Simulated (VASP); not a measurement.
# SnO (Pmn2_1) in VASP: a series of runs, part 2 of 2

VASP 6.6.1. Earlier steps stand in the parts before.

## (3) Relaxation of cell and atoms, PBEsol

This run uses another cell than the first one, of 20.09 Å³/atom.

INCAR reads:

```
SYSTEM = SnO
PREC = Accurate
ENCUT = 600
EDIFF = 1E-6
ISMEAR = 0
SIGMA = 0.01
LREAL = .False.
LASPH = .True.
NELM = 100
ALGO = Normal
ISIF = 3
LWAVE = .False.
LCHARG = .False.
GGA = PS
IBRION = 2
NSW = 60
EDIFFG = -0.02
```

KPOINTS reads:

```
regular mesh
0
Gamma
  5 3 4
  0 0 0
```

POSCAR reads:

```
SnO
1.0
    3.3550050000      0.0000000000      0.0000000000
    0.0000000000      5.6741040000      0.0000000000
    0.0000000000      0.0000000000      4.2219700000
Sn O
2 2
Direct
    0.0000000000      0.2319089992      0.5131439991
    0.5000000000      0.7680910008      0.0131439991
    0.0000000000      0.8912500000      0.7368570004
    0.5000000000      0.1087500000      0.2368570004
```

Potentials or basis: VASP PAW PBE potentials, release 64 (Sn_d, O).

Run with:

```sh
$ cat potpaw_PBE.64/Sn_d/POTCAR potpaw_PBE.64/O/POTCAR > POTCAR
$ mpirun -np 1 vasp_std > vasp.out
```

OUTCAR:

```text
SYSTEM = SnO
   PREC = Accurate
   ENCUT = 600
   EDIFF = 1E-6
   ISMEAR = 0
   LREAL = .False.
   LASPH = .True.
   NELM = 100
   ISIF = 3
   GGA = PS
   IBRION = 2
   NSW = 60
   EDIFFG = -0.02

 ion  position               nearest neighbor table
   1  0.000  0.232  0.513-   3 2.15   4 2.16   4 2.16
   2  0.500  0.768  0.013-   4 2.15   3 2.16   3 2.16
   3  0.000  0.891  0.737-   1 2.15   2 2.16   2 2.16
   4  0.500  0.109  0.237-   2 2.15   1 2.16   1 2.16

  LATTYP: Found a simple orthorhombic cell.
 ALAT       =     3.3550050000
 B/A-ratio  =     1.2584094510
 C/A-ratio  =     1.6912356315

  Lattice vectors:

 A1 = (  -3.3550050000,   0.0000000000,   0.0000000000)
 A2 = (   0.0000000000,   0.0000000000,   4.2219700000)
 A3 = (   0.0000000000,   5.6741040000,   0.0000000000)

Analysis of symmetry for initial positions (statically):
=====================================================================
 Subroutine PRICEL returns:
 Original cell was already a primitive cell.

 Routine SETGRP: Setting up the symmetry group for a
 simple orthorhombic supercell.

 Subroutine GETGRP returns: Found  4 space group operations
 (whereof  2 operations were pure point group operations)
 out of a pool of  8 trial point group operations.

The static configuration has the point symmetry C_1h.
 The point group associated with its full space group is C_2v.

Analysis of symmetry for dynamics (positions and initial velocities):
=====================================================================
 Subroutine PRICEL returns:
 Original cell was already a primitive cell.

 Routine SETGRP: Setting up the symmetry group for a
 simple orthorhombic supercell.

 Subroutine GETGRP returns: Found  4 space group operations
 (whereof  2 operations were pure point group operations)
 out of a pool of  8 trial point group operations.

The dynamic configuration has the point symmetry C_1h.
 The point group associated with its full space group is C_2v.

 Subroutine INISYM returns: Found  4 space group operations
 (whereof  2 operations are pure point group operations),
 and found     1 'primitive' translations
[... 129 lines left out ...]
 NGX is ok and might be reduce to    28
   NGX = 13   NGY = 23   NGZ = 17

--------------------------------------- Ionic step        1  -------------------------------------------

 number of electron      40.0000004 magnetization

 Free energy of the ion-electron system (eV)
  ---------------------------------------------------
  ext. energy  EPLUGINS =         0.00000000
  ---------------------------------------------------
  free energy    TOTEN  =       -23.79657676 eV

  energy without entropy =      -23.79657676  energy(sigma->0) =      -23.79657676

------------------------ aborting loop because EDIFF is reached ----------------------------------------

  FORCE on cell =-STRESS in cart. coord.  units (eV):
  Direction    XX          YY          ZZ          XY          YZ          ZX
  --------------------------------------------------------------------------------------
  -------------------------------------------------------------------------------------
  Total       -1.7274471     -1.2965227     -1.3103342      0.0000000      0.0000000      0.0000000
  in kB      -34.4357646    -25.8455099    -26.1208355      0.0000000      0.0000000      0.0000000
  external PRESSURE =     -28.8007033 kB  Pullay stress =       0.0000000 kB
[... 95 lines left out ...]
  FREE ENERGIE OF THE ION-ELECTRON SYSTEM (eV)
  ---------------------------------------------------
  free  energy   TOTEN  =       -23.8208823893 eV

  energy  without entropy=      -23.8208823893  energy(sigma->0) =      -23.82088239

 E-fermi :   5.2601     XC(G=0):  -9.9823

 val. band max:        5.1912105519   @ k =   0.0000   0.0000   0.0000
 cond. band min:       6.6801893424   @ k =   0.4000   0.3333   0.0000
 fundamental gap:      1.4889787905
 Fermi energy:         5.2600803851

 k-point     1 :       0.0000    0.0000    0.0000
  band No.  band energies     occupation
      1     -16.0569      2.00000
      2     -15.6753      2.00000
      3     -15.5689      2.00000
      4     -15.5328      2.00000
      5     -15.5033      2.00000
      6     -15.4745      2.00000
[... 475 lines left out ...]
     23       9.5141      0.00000
     24       9.5141      0.00000

[... ionic steps 4 to 26 ...]

--------------------------------------- Ionic step       27  -------------------------------------------

 number of electron      40.0000008 magnetization

------------------------ aborting loop because EDIFF is reached ----------------------------------------
[... 71 lines left out ...]
--------------------------------------- Ionic step       29  -------------------------------------------

 number of electron      40.0000005 magnetization

 Free energy of the ion-electron system (eV)
  ---------------------------------------------------
  ext. energy  EPLUGINS =         0.00000000
  ---------------------------------------------------
  free energy    TOTEN  =       -23.84331909 eV

  energy without entropy =      -23.84331909  energy(sigma->0) =      -23.84331909

 E-fermi :   5.8824     XC(G=0): -10.3340

 val. band max:        5.8288384814   @ k =   0.0000   0.0000   0.0000
 cond. band min:       7.2920655443   @ k =   0.4000   0.3333   0.0000
 fundamental gap:      1.4632270629
 Fermi energy:         5.8823779088

 k-point     1 :       0.0000    0.0000    0.0000
  band No.  band energies     occupation
      1     -15.3914      2.00000
      2     -15.0450      2.00000
      3     -14.9727      2.00000
      4     -14.9157      2.00000
      5     -14.8880      2.00000
      6     -14.8788      2.00000
[... 506 lines left out ...]
  FREE ENERGIE OF THE ION-ELECTRON SYSTEM (eV)
  ---------------------------------------------------
  free  energy   TOTEN  =       -23.8433190880 eV

  energy  without entropy=      -23.8433190880  energy(sigma->0) =      -23.84331909

 reached required accuracy - stopping structural energy minimisation
```

OSZICAR:

```text
N       E                     dE             d eps       ncg     rms          rms(c)
DAV:   1     0.436225623577E+03    0.43623E+03   -0.22716E+04   880   0.268E+03
DAV:   2     0.364538518022E+02   -0.39977E+03   -0.39260E+03   936   0.611E+02
[... 259 lines left out ...]
       N       E                     dE             d eps       ncg     rms          rms(c)
DAV:   1    -0.238466798026E+02   -0.36366E-02   -0.41143E-01   904   0.491E+00    0.397E-01
DAV:   2    -0.238449758705E+02    0.17039E-02   -0.17006E-02  1320   0.162E+00    0.233E-01
DAV:   3    -0.238433167625E+02    0.16591E-02   -0.23528E-03  1304   0.665E-01    0.497E-02
DAV:   4    -0.238433205966E+02   -0.38341E-05   -0.65380E-04  1136   0.225E-01    0.185E-02
DAV:   5    -0.238433197976E+02    0.79894E-06   -0.28576E-05   944   0.584E-02    0.107E-02
DAV:   6    -0.238433190880E+02    0.70959E-06   -0.68688E-06  1024   0.315E-02
  29 F= -.23843319E+02 E0= -.23843319E+02  d E =-.613174E-03
```

Wall time 6.1 min (1 thread of AMD EPYC 9R45 (Zen 5), shared host); peak memory 0.2 GiB.

What came out:

```
Free energy                           : -23.8433 eV
Relaxed volume                        : 18.14 Å³/atom
Relaxed cell                          : a = 3.331 Å, b = 5.718 Å, c = 3.809 Å, α = 90.00°, β = 90.00°, γ = 90.00°
Space group after relaxing (to 0.1 Å) : Pmn2_1 (No. 31)
Energy gained by relaxing             : 11.7 meV/atom
Ionic steps                           : 29
Pressure after relaxing               : 0.0 GPa
Largest force after relaxing          : 0.014 eV/Å
Band gap on the k mesh                : 1.46 eV (least direct gap 2.18 eV)
```

Forces in eV/Å, atoms in the order of the input:
```
Sn   0.000 -0.005  0.013
Sn   0.000  0.005  0.013
O    0.000  0.004 -0.013
O    0.000 -0.004 -0.013
```

The path:
| step | energy change (eV) | largest force (eV/Å) | pressure (GPa) | volume (Å³) |
| --- | --- | --- | --- | --- |
| 1 | 0.0000 | 0.3537 | -2.88 | 80.37 |
| 2 | -0.0025 | 0.7238 | 2.63 | 76.24 |
| 3 | -0.0243 | 0.1783 | -0.19 | 78.20 |
| 4 | -0.0286 | 0.1208 | -0.17 | 77.74 |
| 5 | -0.0314 | 0.0385 | -0.13 | 77.07 |
| 6 | -0.0315 | 0.0410 | -0.11 | 76.93 |
| 7 | -0.0326 | 0.0382 | -0.03 | 76.63 |
| 8 | -0.0347 | 0.0561 | 0.21 | 75.74 |
| 9 | -0.0350 | 0.0741 | 0.32 | 75.31 |
| 10 | -0.0356 | 0.0576 | -0.01 | 75.30 |
| 11 | -0.0357 | 0.0588 | -0.13 | 75.30 |
| 12 | -0.0361 | 0.0540 | -0.13 | 75.21 |
| 13 | -0.0370 | 0.0556 | -0.10 | 74.94 |
| 14 | -0.0378 | 0.0622 | -0.01 | 74.39 |
| 15 | -0.0381 | 0.0550 | -0.02 | 74.32 |
| 16 | -0.0391 | 0.0362 | -0.04 | 74.10 |
| 17 | -0.0405 | 0.0386 | -0.04 | 73.67 |
| 18 | -0.0411 | 0.1409 | -0.05 | 72.80 |
| 19 | -0.0413 | 0.1035 | -0.06 | 73.10 |
| 20 | -0.0423 | 0.0889 | -0.05 | 72.86 |
| 21 | -0.0440 | 0.0559 | 0.05 | 72.15 |
| 22 | -0.0442 | 0.0504 | 0.05 | 71.90 |
| 23 | -0.0448 | 0.0241 | 0.14 | 71.94 |
| 24 | -0.0451 | 0.0256 | 0.21 | 71.99 |
| 25 | -0.0455 | 0.0267 | 0.11 | 72.09 |
| 26 | -0.0461 | 0.0493 | -0.18 | 72.39 |
| 27 | -0.0461 | 0.0644 | -0.27 | 72.51 |
| 28 | -0.0465 | 0.0436 | -0.21 | 72.52 |
| 29 | -0.0467 | 0.0141 | 0.03 | 72.55 |

Final structure:
```
Sn O
1.0
     3.33119    0.00000    0.00000
     0.00000    5.71849    0.00000
     0.00000    0.00000    3.80854
Sn O
2 2
Direct
  0.00000 0.23522 0.52990
  0.50000 0.76478 0.02990
  0.00000 0.88357 0.72010
  0.50000 0.11643 0.22010
```

Levels at points of the mesh, in eV from the valence-band top:
```csv
k point,band 17,band 18,band 19,band 20,band 21,band 22,band 23,band 24
"(0.00, 0.00, 0.00)",-3.84,-2.76,-2.27,0.00,3.16,3.39,6.33,6.36
"(0.00, 0.00, 0.50)",-3.34,-3.34,-1.49,-1.49,2.37,2.37,5.53,5.53
```

Caveat: the PAW data sets were made with another functional, which shifts forces and pressure a little; spin-orbit coupling is left out, which moves the levels of the heavy elements. A k mesh can miss the band edges.
